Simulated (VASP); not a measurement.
# Si3Mo (Pm-3n) in VASP: single point with PBE

Aim: the single point of Si3Mo with PBE.

Program: VASP 6.6.1. These are calculated values, not measurements. Logs are shortened: lines on timing, memory, paths and dates and some standing lists are left out, and cuts for length are marked.

### Step 1. The cell of the first run

It takes space group Pm-3n (No. 223, cubic). The conventional cell has a = 4.812 Å, b = 4.812 Å, c = 4.812 Å, α = 90.00°, β = 90.00°, γ = 90.00°. Si (site symmetry -4m2) has 10 Si at 2.41 to 2.95 Å and 4 Mo at 2.69 Å within 3.2 Å. Within 3.5 Å of Mo (site symmetry m-3) lie 12 Si at 2.69 Å.

### Step 2. Single point, PBE

Input file POSCAR:

```
Si3Mo
1.0
    4.8119896195      0.0000000000      0.0000000000
    0.0000000000      4.8119896195      0.0000000000
    0.0000000000      0.0000000000      4.8119896195
Si Mo
6 2
Direct
    0.2500000000      0.0000000000      0.5000000000
    0.5000000000      0.7500000000      0.0000000000
    0.7500000000      0.0000000000      0.5000000000
    0.5000000000      0.2500000000      0.0000000000
    0.0000000000      0.5000000000      0.7500000000
    0.0000000000      0.5000000000      0.2500000000
    0.0000000000      0.0000000000      0.0000000000
    0.5000000000      0.5000000000      0.5000000000
```

Input file INCAR.step1:

```
ALGO = Normal
EDIFF = 1E-6
ENCUT = 520
GGA = PE
ISIF = 2
ISMEAR = 0
LASPH = T
LCHARG = T
LMAXMIX = 4
LREAL = F
LWAVE = F
NBANDS = 36
NELM = 80
PREC = Accurate
SIGMA = 0.1
```

Input file KPOINTS.step1:

```
k-points
0
Gamma
  8 8 8
```

Input file INCAR.step2:

```
ALGO = Normal
EDIFF = 1E-6
ENCUT = 520
GGA = PE
ICHARG = 11
ISIF = 2
ISMEAR = -5
LASPH = T
LCHARG = F
LMAXMIX = 4
LORBIT = 11
LREAL = F
LWAVE = F
NBANDS = 36
NEDOS = 1001
NELM = 80
PREC = Accurate
SIGMA = 0.1
```

Input file KPOINTS.step2:

```
k-points
0
Gamma
  12 12 12
```

Potentials or basis: VASP PAW PBE potentials, release 64 (Si, Mo_sv).

Command:

```sh
cat potpaw_PBE.64/Si/POTCAR potpaw_PBE.64/Mo_sv/POTCAR > POTCAR
cp INCAR.step1 INCAR
cp KPOINTS.step1 KPOINTS
mpirun -np 1 vasp_std > vasp.out
cp INCAR.step2 INCAR
cp KPOINTS.step2 KPOINTS
mpirun -np 1 vasp_std > vasp.out
```

OUTCAR:

```text
EDIFF = 1E-6
   ENCUT = 520
   GGA = PE
   ICHARG = 11
   ISIF = 2
   ISMEAR = -5
   LASPH = T
   LORBIT = 11
   LREAL = F
   NELM = 80
   PREC = Accurate

 ion  position               nearest neighbor table
   1  0.250  0.000  0.500-   3 2.41   3 2.41   8 2.69   7 2.69   8 2.69   7 2.69   4 2.95   2 2.95
                             4 2.95   5 2.95   5 2.95   6 2.95   6 2.95   2 2.95
   2  0.500  0.750  0.000-   4 2.41   4 2.41   8 2.69   8 2.69   7 2.69   7 2.69   1 2.95   1 2.95
                             3 2.95   5 2.95   6 2.95   5 2.95   6 2.95   3 2.95
   3  0.750  0.000  0.500-   1 2.41   1 2.41   8 2.69   7 2.69   8 2.69   7 2.69   4 2.95   2 2.95
                             4 2.95   5 2.95   5 2.95   6 2.95   6 2.95   2 2.95
   4  0.500  0.250  0.000-   2 2.41   2 2.41   8 2.69   8 2.69   7 2.69   7 2.69   3 2.95   1 2.95
                             3 2.95   5 2.95   6 2.95   5 2.95   6 2.95   1 2.95
   5  0.000  0.500  0.750-   6 2.41   6 2.41   8 2.69   7 2.69   7 2.69   8 2.69   3 2.95   4 2.95
                             1 2.95   3 2.95   1 2.95   2 2.95   4 2.95   2 2.95
   6  0.000  0.500  0.250-   5 2.41   5 2.41   8 2.69   7 2.69   7 2.69   8 2.69   3 2.95   4 2.95
                             1 2.95   3 2.95   1 2.95   2 2.95   4 2.95   2 2.95
   7  0.000  0.000  0.000-   1 2.69   2 2.69   3 2.69   4 2.69   5 2.69   6 2.69   1 2.69   3 2.69
                             5 2.69   6 2.69   2 2.69   4 2.69
   8  0.500  0.500  0.500-   1 2.69   2 2.69   3 2.69   4 2.69   5 2.69   6 2.69   2 2.69   4 2.69
                             1 2.69   3 2.69   5 2.69   6 2.69

  LATTYP: Found a simple cubic cell.
 ALAT       =     4.8119896195

  Lattice vectors:

 A1 = (   4.8119896195,   0.0000000000,   0.0000000000)
 A2 = (   0.0000000000,   4.8119896195,   0.0000000000)
 A3 = (   0.0000000000,   0.0000000000,   4.8119896195)

Analysis of symmetry for initial positions (statically):
=====================================================================
 Subroutine PRICEL returns:
 Original cell was already a primitive cell.

 Routine SETGRP: Setting up the symmetry group for a
 simple cubic supercell.

 Subroutine GETGRP returns: Found 48 space group operations
 (whereof 24 operations were pure point group operations)
 out of a pool of 48 trial point group operations.

The static configuration has the point symmetry T_h .
 The point group associated with its full space group is O_h .

Analysis of symmetry for dynamics (positions and initial velocities):
=====================================================================
 Subroutine PRICEL returns:
 Original cell was already a primitive cell.

 Routine SETGRP: Setting up the symmetry group for a
 simple cubic supercell.

 Subroutine GETGRP returns: Found 48 space group operations
 (whereof 24 operations were pure point group operations)
 out of a pool of 48 trial point group operations.

The dynamic configuration has the point symmetry T_h .
 The point group associated with its full space group is O_h .

 Subroutine INISYM returns: Found 48 space group operations
 (whereof 24 operations are pure point group operations),
 and found     1 'primitive' translations

----------------------------------------------------------------------------------------

                                     Primitive cell

  volume of cell :     111.4228

  direct lattice vectors                    reciprocal lattice vectors
     4.811989620  0.000000000  0.000000000     0.207814247  0.000000000  0.000000000
     0.000000000  4.811989620  0.000000000     0.000000000  0.207814247  0.000000000
     0.000000000  0.000000000  4.811989620     0.000000000  0.000000000  0.207814247

  length of vectors
     4.811989620  4.811989620  4.811989620     0.207814247  0.207814247  0.207814247

  position of ions in fractional coordinates (direct lattice)
     0.250000000  0.000000000  0.500000000
     0.500000000  0.750000000  0.000000000
     0.750000000  0.000000000  0.500000000
     0.500000000  0.250000000  0.000000000
     0.000000000  0.500000000  0.750000000
     0.000000000  0.500000000  0.250000000
     0.000000000  0.000000000  0.000000000
     0.500000000  0.500000000  0.500000000

  ion indices of the primitive-cell ions
   primitive index   ion index
                 1           1
                 2           2
                 3           3
                 4           4
                 5           5
                 6           6
                 7           7
                 8           8

----------------------------------------------------------------------------------------

 KPOINTS: k-points

Automatic generation of k-mesh.
 Grid dimensions read from file:
 generate k-points for:   12   12   12

 Generating k-lattice:

  Cartesian coordinates                     Fractional coordinates (reciprocal lattice)
     0.017317854  0.000000000  0.000000000     0.083333333  0.000000000  0.000000000
     0.000000000  0.017317854  0.000000000     0.000000000  0.083333333  0.000000000
     0.000000000  0.000000000  0.017317854     0.000000000  0.000000000  0.083333333

  Length of vectors
     0.017317854  0.017317854  0.017317854

  Shift w.r.t. Gamma in fractional coordinates (k-lattice)
     0.000000000  0.000000000  0.000000000

 TETIRR: Found    854 inequivalent tetrahedra from    10368

 Subroutine IBZKPT returns following result:
 ===========================================

 Found     84 irreducible k-points:

 Following reciprocal coordinates:
            Coordinates               Weight
  0.000000  0.000000  0.000000      1.000000
  0.083333  0.000000  0.000000      6.000000
  0.166667  0.000000  0.000000      6.000000
  0.250000  0.000000  0.000000      6.000000
  0.333333  0.000000  0.000000      6.000000
  0.416667  0.000000  0.000000      6.000000
[... 16 lines left out ...]
  0.333333  0.333333  0.000000     12.000000
  0.416667  0.333333  0.000000     24.000000
 [... further k-points ...]
   k-points           NKPTS =     84   k-points in BZ     NKDIM =     84   number of bands    NBANDS=     36
   number of dos      NEDOS =   1001   number of ions     NIONS =      8
   total plane-waves  NPLWV =  46656
   dimension x,y,z NGX =    36 NGY =   36 NGZ =   36
   dimension x,y,z NGXF=    72 NGYF=   72 NGZF=   72
   ions per type =               6   2
   NGX,Y,Z   is equivalent  to a cutoff of  12.44, 12.44, 12.44 a.u.
   NGXF,Y,Z  is equivalent  to a cutoff of  24.87, 24.87, 24.87 a.u.
 SYSTEM =  unknown system
   PREC   = accura    normal or accurate (medium, high low for compatibility)
   ISTART =      0    job   : 0-new  1-cont  2-samecut
   ICHARG =     11    charge: 1-file 2-atom 10-const
   ISPIN  =      1    spin polarized calculation?
   LNONCOLLINEAR =      F non collinear calculations
   LSORBIT =      F    spin-orbit coupling
   LASPH  =      T    aspherical Exc in radial PAW
   ENCUT  =  520.0 eV  38.22 Ry    6.18 a.u.   8.95  8.95  8.95*2*pi/ulx,y,z
   NELM   =     80;   NELMIN=  2; NELMDL=  0     # of ELM steps
   EDIFF  = 0.1E-05   stopping-criterion for ELM
   LREAL  =      F    real-space projection
   EDIFFG = 0.1E-04   stopping-criterion for IOM
   NSW    =      0    number of steps for IOM
   IBRION =     -1    ionic relax: 0-MD 1-quasi-New 2-CG
   NFREE  =      0    steps in history (QN), initial steepest desc. (CG)
   ISIF   =      2    stress and relaxation
   ISYM   =      2    0-nonsym 1-usesym 2-fastsym
   POTIM  = 0.5000    time-step for ionic-motion
   TEBEG  =    0.0;   TEEND  =   0.0 temperature during run
   PSTRESS=    0.0 pullay stress
   NELECT =      52.0000    total number of electrons
   NUPDOWN=      -1.0000    fix difference up-down
   EMIN   =  10.00;   EMAX   =-10.00  energy-range for DOS
   EFERMI =   0.00;   METHOD = LEGACY
   ISMEAR =    -5;   SIGMA  =   0.10  broadening in eV -4-tet -1-fermi 0-gaus
   EFERMI_NEDOS =   21; number of points for ismear=-14 and -15
   IALGO  =     38    algorithm
   IMIX   =      4    mixing-type and parameters
     AMIX     =   0.40;   BMIX     =  1.00
     AMIX_MAG =   1.60;   BMIX_MAG =  1.00
  volume/ion in A,a.u.               =      13.93        93.99
  Fermi-wavevector in a.u.,A,eV,Ry     =   1.269847  2.399662 21.939536  1.612510
  Thomas-Fermi vector in A             =   2.402866
   LORBIT       =     11    0 simple, 1 ext, 2 COOP (PROOUT), +10 PAW based schemes
   GGA     = PE    functional components
   LHFCALC =     F    Hartree Fock is set to
   AEXX    =    0.0000 exact exchange contribution
   IVDW    =     0    specifies the selected vdW correction
   LEPSILON=     F    determine dielectric tensor
   LRPA    =     F    only Hartree local field effects (RPA)
 non-spin polarized calculation
 Fermi weights with tetrahedron method with Bloechl corrections
  energy-cutoff  :      520.00
  volume of cell :      111.42
 maximum number of plane-waves:      3032
 NGX is ok and might be reduce to    36

 number of electron      52.0000010 magnetization

 Free energy of the ion-electron system (eV)
  ---------------------------------------------------
  ext. energy  EPLUGINS =         0.00000000
  ---------------------------------------------------
  free energy    TOTEN  =       -54.26977657 eV

  energy without entropy =      -54.26977657  energy(sigma->0) =      -54.26977657

 E-fermi :  11.2940     XC(G=0): -12.0158

 val. band max:       11.2979166411   @ k =   0.3333   0.2500   0.0833
 cond. band min:      11.1893287869   @ k =   0.2500   0.0000   0.0000
 fundamental gap:     -0.1085878542
 Fermi energy:        11.2940251638

 k-point     1 :       0.0000    0.0000    0.0000
  band No.  band energies     occupation
      1     -48.9987      2.00000
      2     -48.9968      2.00000
      3     -23.1870      2.00000
      4     -23.1870      2.00000
      5     -23.1870      2.00000
      6     -23.1674      2.00000
[... 28 lines left out ...]
     35      17.0443      0.00000
     36      17.4417      0.00000

 k-point     2 :       0.0833    0.0000    0.0000
  band No.  band energies     occupation
      1     -48.9986      2.00000
      2     -48.9969      2.00000
      3     -23.1869      2.00000
      4     -23.1866      2.00000
      5     -23.1866      2.00000
      6     -23.1680      2.00000
[... 28 lines left out ...]
     35      16.9007      0.00000
     36      17.0906      0.00000

 k-point     3 :       0.1667    0.0000    0.0000
  band No.  band energies     occupation
      1     -48.9985      2.00000
      2     -48.9970      2.00000
      3     -23.1868      2.00000
      4     -23.1856      2.00000
      5     -23.1856      2.00000
      6     -23.1698      2.00000
[... 28 lines left out ...]
     35      16.4390      0.00000
     36      16.4418      0.00000
[... 742 lines left out ...]
 k-point    23 :       0.3333    0.3333    0.0000
  band No.  band energies     occupation
      1     -48.9979      2.00000
      2     -48.9974      2.00000
      3     -23.1930      2.00000
      4     -23.1881      2.00000
      5     -23.1791      2.00000
      6     -23.1742      2.00000
[... 28 lines left out ...]
     35      15.9070      0.00000
     36      17.0578      0.00000

 k-point    24 :       0.4167    0.3333    0.0000
  band No.  band energies     occupation
      1     -48.9978      2.00000
      2     -48.9975      2.00000
      3     -23.1933      2.00000
      4     -23.1908      2.00000
      5     -23.1779      2.00000
      6     -23.1753      2.00000
[... 28 lines left out ...]
     35      16.3424      0.00000
     36      16.5056      0.00000

 [... further k-points ...]
[... 5 lines left out ...]
  --------------------------------------------------------------------------------------
  -------------------------------------------------------------------------------------
  Total        0.1048193      0.1048193      0.1048193     -0.0000000      0.0000000      0.0000000
  in kB        1.5072240      1.5072240      1.5072240     -0.0000000      0.0000000      0.0000000
  external PRESSURE =       1.5072240 kB  Pullay stress =       0.0000000 kB

 VOLUME and BASIS-vectors are now :
 -----------------------------------------------------------------------------
  energy-cutoff  :      520.00
  volume of cell :      111.42
      direct lattice vectors                 reciprocal lattice vectors
     4.811989620  0.000000000  0.000000000     0.207814247  0.000000000  0.000000000
     0.000000000  4.811989620  0.000000000     0.000000000  0.207814247  0.000000000
     0.000000000  0.000000000  4.811989620     0.000000000  0.000000000  0.207814247

 POSITION                                       TOTAL-FORCE (eV/Angst)
 -----------------------------------------------------------------------------------
      1.20300      0.00000      2.40599         0.000000      0.000000      0.000000
      2.40599      3.60899      0.00000         0.000000      0.000000     -0.000000
      3.60899      0.00000      2.40599        -0.000000     -0.000000     -0.000000
      2.40599      1.20300      0.00000        -0.000000     -0.000000     -0.000000
      0.00000      2.40599      3.60899         0.000000     -0.000000     -0.000000
      0.00000      2.40599      1.20300         0.000000     -0.000000     -0.000000
      0.00000      0.00000      0.00000        -0.000000      0.000000     -0.000000
      2.40599      2.40599      2.40599        -0.000000      0.000000     -0.000000
 -----------------------------------------------------------------------------------
    total drift:                                0.000000      0.000000      0.000000

  FREE ENERGIE OF THE ION-ELECTRON SYSTEM (eV)
  ---------------------------------------------------
  free  energy   TOTEN  =       -54.2697765658 eV

  energy  without entropy=      -54.2697765658  energy(sigma->0) =      -54.26977657

 total charge

# of ion       s       p       d       tot
------------------------------------------
    1        0.760   0.830   0.000   1.589
    2        0.760   0.830   0.000   1.589
    3        0.760   0.830   0.000   1.589
    4        0.760   0.830   0.000   1.589
    5        0.760   0.830   0.000   1.589
    6        0.760   0.830   0.000   1.589
    7        2.296   6.169   4.171  12.636
    8        2.296   6.169   4.171  12.636
--------------------------------------------------
tot          9.151  17.314   8.343  34.808
```

Run time: 1.9 min. Hardware: 1 thread of Intel Xeon 6975P-C (Granite Rapids), shared host; peak memory 0.37 GiB.

Results:

- Valence electrons inside the program's atomic spheres: Si 1.59; Mo 12.64

Levels at points of the mesh, in eV from the Fermi level:
```csv
k point,band 24,band 25,band 26,band 27,band 28,band 29
"(0.00, 0.00, 0.00)",-0.97,-0.97,-0.97,0.99,0.99,0.99
"(0.50, 0.00, 0.00)",-0.01,0.00,0.00,1.89,1.89,2.08
"(0.50, 0.50, 0.00)",-0.93,-0.39,-0.27,0.80,1.04,2.73
"(0.50, 0.50, 0.50)",-1.05,-1.05,-1.05,2.26,2.26,2.26
```

Caveat: tetrahedron occupations give inexact forces and stress in metals.
